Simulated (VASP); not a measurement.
**AlN (m.b): single point with PBE**

AlN (m.b):

```
Al N
1.0
     3.11000    0.00000    0.00000
    -1.55500    2.69334    0.00000
     0.00000    0.00000    4.98000
Al N
2 2
Direct
  0.33333 0.66667 0.00000
  0.66667 0.33333 0.50000
  0.33333 0.66667 0.37700
  0.66667 0.33333 0.87700
```

- Program: VASP 6.6.1
- Task: single point
- Functional: PBE
- Potentials or basis: VASP PAW PBE potentials, release 64 (Al, N)
- Cutoff: 600 eV
- k mesh: 6 × 6 × 4
- Occupations: gaussian, width 0.1 eV
- Spin: no spin polarisation

```
Pressure               : 3.9 GPa
Largest force          : 0.330 eV/Å
Band gap on the k mesh : 4.29 eV, direct
```

Forces in eV/Å, atoms in the order of the input:
```
Al   0.000  0.000 -0.330
Al   0.000  0.000 -0.330
N    0.000  0.000  0.330
N    0.000  0.000  0.330
```

Stress tensor (GPa, compression positive):
```
2.72 0.00 0.00
0.00 2.72 0.00
0.00 0.00 6.24
```

Levels at points of the mesh, in eV from the valence-band top:
| k point | band 6 | band 7 | band 8 | band 9 | band 10 | band 11 |
| --- | --- | --- | --- | --- | --- | --- |
| (0.00, 0.00, 0.00) | -0.11 | -0.11 | 0.00 | 4.29 | 6.73 | 10.64 |
| (0.50, 0.00, 0.00) | -1.99 | -1.75 | -0.59 | 5.84 | 5.88 | 8.28 |
| (0.00, 0.00, 0.50) | -0.44 | -0.44 | -0.44 | 6.52 | 6.52 | 10.40 |
| (0.50, 0.00, 0.50) | -1.37 | -1.33 | -1.33 | 5.37 | 5.37 | 9.38 |

Wall time 15 s on 1 thread of Intel(R) Xeon(R) Platinum 8259CL CPU @ 2.50GHz (Skylake/Cascade Lake) (shared host), peak memory 0.17 GiB.

As with any semilocal functional, this PBE gap is likely too small.
